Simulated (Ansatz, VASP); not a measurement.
Sr2Tl3 in VASP and in Ansatz

```
Sr Tl
1.0
     6.11603    0.00000    0.00000
     0.00000    6.11603    0.00000
     0.00000    0.00000    6.11603
Sr Tl
2 3
Direct
  0.50000 0.50000 0.50000
  0.00000 0.00000 0.00000
  0.00000 0.50000 0.50000
  0.50000 0.00000 0.50000
  0.50000 0.50000 0.00000
```

Alike in both runs: functional PBE; k mesh 4 × 4 × 4; occupations gaussian, width 0.1 eV; no spin polarisation.

Ansatz relaxed the structure, and its values are those at the end. VASP's run is a single point on that final structure, the one shown.

```csv
,VASP,Ansatz
version,VASP 6.6.1,Ansatz 0.2.0
potentials or method,"VASP PAW PBE potentials, release 64 (Sr_sv, Tl_d), cutoff 520 eV","scalar-relativistic, plane waves, PAW"
valence electrons in the cell,59,59
```

```csv
,VASP,Ansatz,Ansatz less VASP
gap on the k mesh at the Fermi level (eV),none,none,-
pressure (GPa),0.3,0.3,+0.01
```

A gap of «none» marks a metal or a gap that the smearing closes. The functional is the same, so the differences come from potentials, cutoffs and numerics.

Spin-orbit coupling is off throughout.
